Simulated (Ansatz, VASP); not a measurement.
Si3P4 in VASP and in Ansatz

INCAR

```
  ALGO = Normal
  EDIFF = 1E-6
  EDIFFG = -0.04
  ENCUT = 600
  GGA = PE
  IBRION = 2
  ISIF = 3
  ISMEAR = 0
  LASPH = T
  LCHARG = F
  LREAL = F
  LWAVE = F
  NELM = 100
  NSW = 90
  PREC = Accurate
  SIGMA = 0.1
```

KPOINTS

```
k-points
0
Gamma
  3 3 6
```

The input POSCAR:

```
Si3P4
1.0
    9.4539549300      0.0000000000      0.0000000000
   -4.7269774600      8.1873651300      0.0000000000
    0.0000000000      0.0000000000      3.6208818000
Si P
6 8
Direct
    0.8291482800      0.2354844800      0.7500000000
    0.5936638000      0.8291482800      0.2500000000
    0.2354844800      0.4063362000      0.2500000000
    0.7645155200      0.5936638000      0.7500000000
    0.4063362000      0.1708517200      0.7500000000
    0.1708517200      0.7645155200      0.2500000000
    0.6666666700      0.3333333300      0.7500000000
    0.3333333300      0.6666666700      0.2500000000
    0.6696315900      0.9727169700      0.7500000000
    0.6969146100      0.6696315900      0.2500000000
    0.9727169700      0.3030853900      0.2500000000
    0.0272830300      0.6969146100      0.7500000000
    0.3303684100      0.0272830300      0.2500000000
    0.3030853900      0.3303684100      0.7500000000
```

Input for Ansatz:

```yaml
crystal:
  lattice:
    - [9.45395493, 0.0, 0.0]
    - [-4.72697746, 8.18736513, 0.0]
    - [0.0, 0.0, 3.6208818]
  atoms:
    - { symbol: Si, position: [0.82914828, 0.23548448, 0.75] }
    - { symbol: Si, position: [0.5936638, 0.82914828, 0.25] }
    - { symbol: Si, position: [0.23548448, 0.4063362, 0.25] }
    - { symbol: Si, position: [0.76451552, 0.5936638, 0.75] }
    - { symbol: Si, position: [0.4063362, 0.17085172, 0.75] }
    - { symbol: Si, position: [0.17085172, 0.76451552, 0.25] }
    - { symbol: P, position: [0.66666667, 0.33333333, 0.75] }
    - { symbol: P, position: [0.33333333, 0.66666667, 0.25] }
    - { symbol: P, position: [0.66963159, 0.97271697, 0.75] }
    - { symbol: P, position: [0.69691461, 0.66963159, 0.25] }
    - { symbol: P, position: [0.97271697, 0.30308539, 0.25] }
    - { symbol: P, position: [0.02728303, 0.69691461, 0.75] }
    - { symbol: P, position: [0.33036841, 0.02728303, 0.25] }
    - { symbol: P, position: [0.30308539, 0.33036841, 0.75] }
basis:
  ecutwfc: 420
kpoints:
  mp_grid: { grid: [3, 3, 6] }
hamiltonian:
  xc: pbe
scf:
  occupations: { method: gaussian, width: 0.1 }
  lower_state_search: "off"
output:
  forces: true
  stress: true
  eigenvalues: true
relax:
  adjacent_minimum: "off"
  f_tol: 0.04
  max_steps: 70
  cell: { stress_tol: 0.4 }
```

Alike in both runs: task relaxation of cell and atoms; functional PBE; k mesh 3 × 3 × 6; occupations gaussian, width 0.1 eV; no spin polarisation.

|  | VASP | Ansatz |
| --- | --- | --- |
| version | VASP 6.6.1 | Ansatz 0.2.0 |
| potentials or method | VASP PAW PBE potentials, release 64 (Si, P), cutoff 600 eV | scalar-relativistic, plane waves, PAW |
| valence electrons in the cell | 64 | 64 |

```csv
,VASP,Ansatz,Ansatz less VASP
"gap on the k mesh at the Fermi level, each at its own relaxed structure (eV)",none,none,-
relaxed volume (Å³/atom),21.75,21.80,+0.048
relaxed cell length with the largest relative difference (Å),3.684,3.687,+0.0027
```

A gap of «none» marks a metal or a gap that the smearing closes.
